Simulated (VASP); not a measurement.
# SiNi (CsCl type) (Pm-3m) in VASP: notebook, part 2 of 2

VASP 6.6.1. The steps go on from the part before.

**4. Relaxation of cell and atoms, PBE, target pressure 61 GPa, at which the enthalpy is minimised**

INCAR reads:

```
SYSTEM = SiNi
PREC = Accurate
ENCUT = 600
EDIFF = 1E-6
ISMEAR = -1
SIGMA = 0.08
LREAL = .False.
LASPH = .True.
NELM = 100
ALGO = Normal
ISIF = 3
LWAVE = .False.
LCHARG = .False.
GGA = PE
IBRION = 2
NSW = 32
EDIFFG = -0.005
PSTRESS = 610.0
```

KPOINTS reads:

```
regular mesh
0
Gamma
  15 15 15
  0 0 0
```

POSCAR reads:

```
SiNi
1.0
    2.6439193182      0.0000000000      0.0000000000
    0.0000000000      2.6439193182      0.0000000000
    0.0000000000      0.0000000000      2.6439193182
Ni Si
1 1
Direct
    0.0000000000      0.0000000000      0.0000000000
    0.5000000000      0.5000000000      0.5000000000
```

Potentials or basis: VASP PAW PBE potentials, release 64 (Ni, Si).

Launch:

```console
$ cat potpaw_PBE.64/Ni/POTCAR potpaw_PBE.64/Si/POTCAR > POTCAR
$ mpirun -np 1 vasp_std > vasp.out
```

OUTCAR:

```text
SYSTEM = SiNi
   PREC = Accurate
   ENCUT = 600
   EDIFF = 1E-6
   ISMEAR = -1
   LREAL = .False.
   LASPH = .True.
   NELM = 100
   ISIF = 3
   GGA = PE
   IBRION = 2
   NSW = 32
   EDIFFG = -0.005
   PSTRESS = 610.0

 ion  position               nearest neighbor table
   1  0.000  0.000  0.000-   2 2.29   2 2.29   2 2.29   2 2.29   2 2.29   2 2.29   2 2.29   2 2.29

   2  0.500  0.500  0.500-   1 2.29   1 2.29   1 2.29   1 2.29   1 2.29   1 2.29   1 2.29   1 2.29

  LATTYP: Found a simple cubic cell.
 ALAT       =     2.6439193182

  Lattice vectors:

 A1 = (   2.6439193182,   0.0000000000,   0.0000000000)
 A2 = (   0.0000000000,   2.6439193182,   0.0000000000)
 A3 = (   0.0000000000,   0.0000000000,   2.6439193182)

Analysis of symmetry for initial positions (statically):
=====================================================================
 Subroutine PRICEL returns:
 Original cell was already a primitive cell.

 Routine SETGRP: Setting up the symmetry group for a
 simple cubic supercell.

 Subroutine GETGRP returns: Found 48 space group operations
 (whereof 48 operations were pure point group operations)
 out of a pool of 48 trial point group operations.

The static configuration has the point symmetry O_h .

Analysis of symmetry for dynamics (positions and initial velocities):
=====================================================================
[... 234 lines left out ...]

 number of electron      13.9999992 magnetization

 Free energy of the ion-electron system (eV)
  ---------------------------------------------------
  ext. energy  EPLUGINS =         0.00000000
  ---------------------------------------------------
  free energy    TOTEN  =       -10.78155136 eV

  energy without entropy =      -10.77402449  energy(sigma->0) =      -10.77778792

 E-fermi :  16.0138     XC(G=0): -13.6837

 val. band max:       15.9789022198   @ k =   0.4667   0.4667   0.2667
 cond. band min:      16.0179474674   @ k =   0.3333   0.3333   0.3333
 fundamental gap:      0.0390452477
 Fermi energy:        16.0137615866

 k-point     1 :       0.0000    0.0000    0.0000
  band No.  band energies     occupation
      1      -0.6900      2.00000
      2       9.9271      2.00000
      3       9.9271      2.00000
      4      12.5458      2.00000
      5      12.5458      2.00000
      6      12.5458      2.00000
      7      18.4916      0.00000
      8      18.4916      0.00000
      9      18.4916      0.00000
     10      22.6231      0.00000
     11      22.6231      0.00000
[... 309 lines left out ...]
 k-point    24 :       0.3333    0.2000    0.0000
  band No.  band energies     occupation
      1       2.3824      2.00000
      2       8.1131      2.00000
      3      10.1938      2.00000
      4      11.2516      2.00000
      5      11.6507      2.00000
      6      12.2601      2.00000
      7      14.1372      2.00000
      8      17.5743      0.00000
      9      22.4689      0.00000
     10      22.7547      0.00000
     11      25.8955      0.00000

 [... further k-points ...]

------------------------ aborting loop because EDIFF is reached ----------------------------------------

  FORCE on cell =-STRESS in cart. coord.  units (eV):
  Direction    XX          YY          ZZ          XY          YZ          ZX
  --------------------------------------------------------------------------------------
  -------------------------------------------------------------------------------------
  Total        7.0367979      7.0367979      7.0367979     -0.0000000      0.0000000      0.0000000
  in kB      610.2549216    610.2549216    610.2549216     -0.0000000      0.0000000      0.0000000
  external PRESSURE =       0.2549216 kB  Pullay stress =     610.0000000 kB
[... 21 lines left out ...]
  energy  without entropy=      -10.7740244888  energy(sigma->0) =      -10.77778792

  enthalpy is  TOTEN    =        -3.7476929242 eV   P V=        7.0338584312

 reached required accuracy - stopping structural energy minimisation
```

OSZICAR:

```text
N       E                     dE             d eps       ncg     rms          rms(c)
DAV:   1     0.572965165089E+02    0.57297E+02   -0.73473E+03  2648   0.173E+03
DAV:   2    -0.100036449373E+02   -0.67300E+02   -0.62868E+02  2675   0.255E+02
[... 20 lines left out ...]
       N       E                     dE             d eps       ncg     rms          rms(c)
DAV:   1    -0.107817220528E+02   -0.66107E-02   -0.20223E-03  2934   0.971E-01    0.117E-01
DAV:   2    -0.107817469593E+02   -0.24906E-04   -0.30427E-03  3099   0.120E+00    0.101E-01
DAV:   3    -0.107815583790E+02    0.18858E-03   -0.10039E-03  3066   0.689E-01    0.226E-02
DAV:   4    -0.107815513356E+02    0.70434E-05   -0.14539E-05  2916   0.492E-02    0.347E-03
DAV:   5    -0.107815513554E+02   -0.19806E-07   -0.45906E-07  1434   0.104E-02
   3 F= -.37476929E+01 E0= -.37439295E+01  d E =-.431347E-05
```

CONTCAR:

```text
SiNi
   1.00000000000000
     2.6435739085613892   -0.0000000000000000    0.0000000000000000
    -0.0000000000000000    2.6435739085613892   -0.0000000000000000
     0.0000000000000000   -0.0000000000000000    2.6435739085613892
  Ni              Si
     1     1
Direct
     0.0000000000000000    0.0000000000000000    0.0000000000000000
     0.5000000000000000    0.5000000000000000    0.5000000000000000

  0.00000000E+00  0.00000000E+00  0.00000000E+00
  0.00000000E+00  0.00000000E+00  0.00000000E+00
```

It took 63 s on 1 thread of Intel Xeon Platinum 8259CL at 2.50GHz (Skylake/Cascade Lake), shared host; peak memory 0.17 GiB.

Results:

```yaml
Free_energy: -10.7816 eV
Relaxed_volume: 9.24 Å³/atom
Relaxed_cell: a = 2.644 Å, b = 2.644 Å, c = 2.644 Å, α = 90.00°, β = 90.00°, γ = 90.00°
Space_group_after_relaxing_to_0.05_Å: Pm-3m (No. 221)
Energy_change_on_relaxing_the_enthalpy_is_what_falls: +1.4 meV/atom
Ionic_steps: 3
Pressure_after_relaxing: 61.0 GPa
Band_gap_on_the_k_mesh: zero (band 7 reaches 18.49 eV, above the bottom of band 8 at 15.17 eV)
```

Step by step:
```tsv
step	energy change (eV)	largest force (eV/Å)	pressure (GPa)	volume (Å³)
1	0.0000	0.0000	60.84	18.48
2	0.0092	0.0000	61.36	18.46
3	0.0028	0.0000	61.03	18.47
```

Final structure:
```yaml
crystal:
  lattice:
    - [2.64357, 0.00000, 0.00000]
    - [0.00000, 2.64357, 0.00000]
    - [0.00000, 0.00000, 2.64357]
  atoms:
    - { symbol: Ni, position: [0.00000, 0.00000, 0.00000] }
    - { symbol: Si, position: [0.50000, 0.50000, 0.50000] }
```

Caveat: the cell is relaxed towards a set pressure, so the enthalpy falls and the energy may rise.

**5. Relaxation of cell and atoms, PBE, target pressure 61 GPa, at which the enthalpy is minimised**

This run uses another cell than the first one, of 9.94 Å³/atom, 1.075 times its volume.

INCAR reads:

```
SYSTEM = SiNi
PREC = Accurate
ENCUT = 600
EDIFF = 1E-6
ISMEAR = -1
SIGMA = 0.08
LREAL = .FALSE.
LASPH = .TRUE.
NELM = 80
ALGO = Normal
ISIF = 3
LWAVE = .FALSE.
LCHARG = .FALSE.
GGA = PE
IBRION = 2
NSW = 60
EDIFFG = -0.005
PSTRESS = 610.0
```

KPOINTS reads:

```
regular mesh
0
G
  15 15 15
  0 0 0
```

POSCAR reads:

```
SiNi
1.0
    2.7085964938      0.0000000000      0.0000000000
    0.0000000000      2.7085964938      0.0000000000
    0.0000000000      0.0000000000      2.7085964938
Ni Si
1 1
Direct
    0.0000000000      0.0000000000      0.0000000000
    0.5000000000      0.5000000000      0.5000000000
```

Launch:

```console
$ cat potpaw_PBE.64/Ni/POTCAR potpaw_PBE.64/Si/POTCAR > POTCAR
$ mpirun -np 1 vasp_std > vasp.out
```

It took 2.1 min on 1 thread of Intel Xeon Platinum 8259CL at 2.50GHz (Skylake/Cascade Lake), shared host; peak memory 0.17 GiB.

The run converged. Its results:

* Free energy: -10.7821 eV
* Relaxed volume: 9.24 Å³/atom
* Relaxed cell: a = 2.644 Å, b = 2.644 Å, c = 2.644 Å, α = 90.00°, β = 90.00°, γ = 90.00°
* Space group after relaxing (to 0.05 Å): Pm-3m (No. 221)
* Energy change on relaxing (the enthalpy is what falls): +203.8 meV/atom
* Ionic steps: 7
* Pressure after relaxing: 61.0 GPa
* Band gap on the k mesh: zero (band 7 reaches 18.49 eV, above the bottom of band 8 at 15.17 eV)

Step by step:
```csv
step,energy change (eV),largest force (eV/Å),pressure (GPa),volume (Å³)
1,0.0000,0.0000,34.07,19.87
2,2.4469,0.0000,169.56,15.44
3,0.3734,0.0000,58.95,18.57
4,0.4008,0.0000,60.67,18.49
5,0.4110,0.0000,61.18,18.47
6,0.4019,0.0000,60.69,18.49
7,0.4077,0.0000,60.99,18.47
```

Final structure:
```
Ni Si
1.0
     2.64357    0.00000    0.00000
     0.00000    2.64357    0.00000
     0.00000    0.00000    2.64357
Ni Si
1 1
Direct
  0.00000 0.00000 0.00000
  0.50000 0.50000 0.50000
```

Levels at points of the mesh, in eV from the Fermi level:
| k point | band 4 | band 5 | band 6 | band 7 | band 8 | band 9 | band 10 | band 11 |
| --- | --- | --- | --- | --- | --- | --- | --- | --- |
| (0.00, 0.00, 0.00) | -3.47 | -3.47 | -3.47 | 2.48 | 2.48 | 2.48 | 6.61 | 6.61 |

Caveat: the cell is relaxed towards a set pressure, so the enthalpy falls and the energy may rise. Spin polarisation is off, so any magnetic state and its effect on volume and gap are missing.

**6. Summary**

| task | cell | cutoff (eV) | gap on the mesh (eV) | pressure (GPa) |
| --- | --- | --- | --- | --- |
| single point | a = 2.644 Å, 2 atoms | 520 | none | 60.9 |
| relaxation of cell and atoms | relaxed to 61 GPa from a = 2.644 Å, 2 atoms | 600 | none | 61.0 |
| relaxation of cell and atoms | relaxed to 61 GPa from a = 2.709 Å, 2 atoms | 600 | none | 61.0 |

Alike in all rows: level PBE; potentials or basis VASP PAW PBE potentials, release 64 (Ni, Si); no spin polarisation; k mesh 15 × 15 × 15; smearing fermi-dirac 0.08 eV.

Caveats: the cell is relaxed towards a set pressure, so the enthalpy falls and the energy may rise (some runs).

Absolute energies hang on the potentials; compare differences alone.
